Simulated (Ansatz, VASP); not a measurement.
# SiO2: VASP beside Ansatz

```xyz
6
Lattice="4.3055 0.0000 0.0000 0.0000 4.3055 0.0000 0.0000 0.0000 2.6678" Properties=species:S:1:pos:R:3 pbc="T T T"
Si    0.0000    0.0000    0.0000
Si    2.1528    2.1528    1.3339
O     1.3205    1.3205    0.0000
O     0.8323    3.4732    1.3339
O     2.9850    2.9850    0.0000
O     3.4732    0.8323    1.3339
```

Change from the starting cell: equal xx and yy strain of +3 %, PAW files.

Alike in both runs: task electric field gradients; functional PBEsol; k mesh 6 × 6 × 9; occupations fermi-dirac, width 0.03 eV; no spin polarisation.

```csv
,VASP,Ansatz
version,VASP 6.6.1,Ansatz 0.2.0
potentials or method,"VASP PAW PBE potentials, release 64 (Si, O)","PAW with Ansatz's default frozen-core files, scalar-relativistic"
plane-wave cutoff (eV),520,420
valence electrons in the cell,32,32
```

|  | VASP | Ansatz | Ansatz less VASP |
| --- | --- | --- | --- |
| gap on the k mesh at the Fermi level (eV) | 4.66 | 4.66 | -0.001 |
| pressure (GPa) | -11.5 | -12.0 | -0.57 |
| traceless stress, the component that is largest in VASP (GPa) | 6.63 | 5.97 | -0.658 |
| rms of the force components (eV/Å) | 0.184 | 0.205 | +0.0211 |
| size of Vzz on the site where it differs most (V/Å²) | 32.0 | 29.4 | -2.55 |

VASP's potentials were made for PBE, not for PBEsol. Atom by atom the forces differ by 0.021 eV/Å (rms over components).
